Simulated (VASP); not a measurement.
The system is AgI.

```
Ag I
1.0
     4.65129    0.00000    0.00000
    -2.32565    4.02814    0.00000
     0.00000    0.00000    7.59785
Ag I
2 2
Direct
  0.33333 0.66667 0.00240
  0.66667 0.33333 0.50240
  0.33333 0.66667 0.37750
  0.66667 0.33333 0.87750
```

Base run:

| Quantity | Value |
| --- | --- |
| Program | VASP 6.6.1 |
| Functional | HSE06 |
| Potentials or basis | VASP PAW PBE potentials, release 64 (Ag, I) |
| Cutoff | 400 eV |
| k mesh | 6 × 6 × 2 |
| Occupations | gaussian, width 0.01 eV |
| Spin | no spin polarisation |

Its results: band gap on the k mesh 2.51 eV, direct; pressure 0.3 GPa.

Problem. The run is repeated on the same cell with these changes: functional from HSE06 to HF. What comes out?

Solution. Band gap on the k mesh 8.88 eV, direct; pressure 5.4 GPa.

Caveats: the PAW data sets were made with another functional, which shifts forces and pressure a little; spin-orbit coupling is left out, which moves the levels of the heavy elements.

